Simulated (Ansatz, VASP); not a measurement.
## One calculation of C, two programs

INCAR

```
SYSTEM = C
PREC = Accurate
ENCUT = 520
EDIFF = 1E-6
ISMEAR = 0
SIGMA = 0.05
LREAL = .FALSE.
LASPH = .TRUE.
NELM = 80
ALGO = Normal
ISIF = 2
LWAVE = .FALSE.
LCHARG = .TRUE.
GGA = PS
LELF = .TRUE.
LVHAR = .TRUE.
NBANDS = 11
```

File KPOINTS:

```
regular mesh
0
G
  12 12 12
  0 0 0
```

Contents of POSCAR:

```
C
1.0
    0.0000000000      1.8547360000      1.7120640000
    1.8547360000      0.0000000000      1.7120640000
    1.8547360000      1.8547360000      0.0000000000
C
2
Direct
    0.5000000000      0.5000000000      0.5000000000
    0.7500000000      0.7500000000      0.7500000000
```

Input for Ansatz:

```yaml
crystal:
  lattice:
    - [0.0, 1.854736, 1.712064]
    - [1.854736, 0.0, 1.712064]
    - [1.854736, 1.854736, 0.0]
  atoms:
    - { symbol: C, position: [0.5, 0.5, 0.5] }
    - { symbol: C, position: [0.75, 0.75, 0.75] }
basis:
  ecutwfc: 420
kpoints:
  mp_grid: { grid: [12, 12, 12] }
hamiltonian:
  xc: pbesol
scf:
  occupations: { method: gaussian, width: 0.05 }
output:
  forces: true
  stress: true
  eigenvalues: true
```

Change from the starting cell: strain +0.040 along x and y, -0.040 along z, atoms carried along.

Alike in both runs: task single point; functional PBEsol; k mesh 12 × 12 × 12; occupations gaussian, width 0.05 eV; no spin polarisation.

|  | VASP | Ansatz |
| --- | --- | --- |
| version | VASP 6.6.1 | Ansatz 0.2.0 |
| potentials or method | VASP PAW PBE potentials, release 64 (C), cutoff 520 eV | scalar-relativistic, plane waves, PAW |
| valence electrons in the cell | 8 | 8 |

|  | VASP | Ansatz | Ansatz less VASP |
| --- | --- | --- | --- |
| gap on the k mesh at the Fermi level (eV) | 2.04 | 2.05 | +0.004 |
| least direct gap on the mesh (eV) | 4.14 | 4.14 | 0.000 |
| pressure (GPa) | -19.0 | -19.8 | -0.85 |
| traceless stress, the component that is largest in VASP (GPa) | 43.13 | 43.17 | +0.039 |

VASP's potentials were made for PBE, not for PBEsol.
